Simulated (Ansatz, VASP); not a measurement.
## One calculation of PbS, two programs

File INCAR:

```
PREC     = Accurate       # precision mode
ENCUT    = 520            # plane-wave cutoff, eV
EDIFF    = 1E-6           # SCF threshold, eV
ISMEAR   = -1             # smearing method
SIGMA    = 0.1            # smearing width, eV
LREAL    = False          # projectors in reciprocal space
LASPH    = True           # aspherical terms in the spheres
NELM     = 100            # most SCF steps
ALGO     = Normal         # electronic algorithm
ISIF     = 2              # what is computed and relaxed
LWAVE    = False          # write WAVECAR
LCHARG   = True           # write CHGCAR
GGA      = PE             # functional
LELF     = True           # ELF
LVHAR    = True         
NBANDS   = 17             # bands
```

File KPOINTS:

```
regular mesh
0
Gamma
  14 14 14
```

File POSCAR:

```
PbS
1.0
    0.0000000000      3.0042191430      3.0042191430
    3.0042191430      0.0000000000      3.0042191430
    3.0042191430      3.0042191430      0.0000000000
Pb S
1 1
Direct
    0.0000000000      0.0000000000      0.0000000000
    0.5000000000      0.5000000000      0.5000000000
```

Input for Ansatz:

```yaml
crystal:
  lattice:
    - [0.0, 3.004219143, 3.004219143]
    - [3.004219143, 0.0, 3.004219143]
    - [3.004219143, 3.004219143, 0.0]
  atoms:
    - { symbol: Pb, position: [0.0, 0.0, 0.0] }
    - { symbol: S, position: [0.5, 0.5, 0.5] }
kpoints:
  mp_grid: { grid: [14, 14, 14] }
scf:
  occupations: { method: fermi_dirac, width: 0.1 }
hamiltonian:
  xc: pbe
  pseudopotentials: { kind: all_electron, datasets: crystal }
output:
  forces: true
  stress: true
  eigenvalues: true
```

Change from the starting cell: volume scaled by 1, crystal datasets.

Alike in both runs: task single point; functional PBE; k mesh 14 × 14 × 14; occupations fermi-dirac, width 0.1 eV; no spin polarisation.

|  | VASP | Ansatz |
| --- | --- | --- |
| version | VASP 6.6.1 | Ansatz 0.2.0 |
| potentials or method | VASP PAW PBE potentials, release 64 (Pb_d, S), cutoff 520 eV | all-electron PAW with datasets made for the crystal, scalar-relativistic |

|  | VASP | Ansatz | Ansatz less VASP |
| --- | --- | --- | --- |
| pressure (GPa) | -0.1 | 0.0 | +0.07 |

Ansatz ran all-electron here, and VASP with PAW potentials.

Neither program's run includes spin-orbit coupling.
